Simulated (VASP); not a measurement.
Input of a VASP 6.6.1 run:

File INCAR:

```
PREC = Accurate
ENCUT = 500
EDIFF = 1E-6
ISMEAR = 0
SIGMA = 0.1
LREAL = F
LASPH = T
NELM = 120
ALGO = Normal
ISIF = 2
LWAVE = F
LCHARG = F
GGA = PS
NBANDS = 14
GGA_COMPAT = F
```

File KPOINTS:

```
Automatic mesh
0
Gamma
  8 8 8
```

Contents of POSCAR:

```
Rh
1.0
    0.0000000000      1.8978500000      1.8978500000
    1.8978500000      0.0000000000      1.8978500000
    1.8978500000      1.8978500000      0.0000000000
Rh
1
Direct
    0.0000000000      0.0000000000      0.0000000000
```

Potentials or basis: VASP PAW PBE potentials, release 64 (Rh_pv).

The run is started by

```sh
$ cat potpaw_PBE.64/Rh_pv/POTCAR > POTCAR
$ mpirun -np 1 vasp_std > vasp.out
```

Task: What does it give for the pressure?

Result: -2.7 GPa.

Caveat: the PAW data sets were made with another functional, which shifts forces and pressure a little.
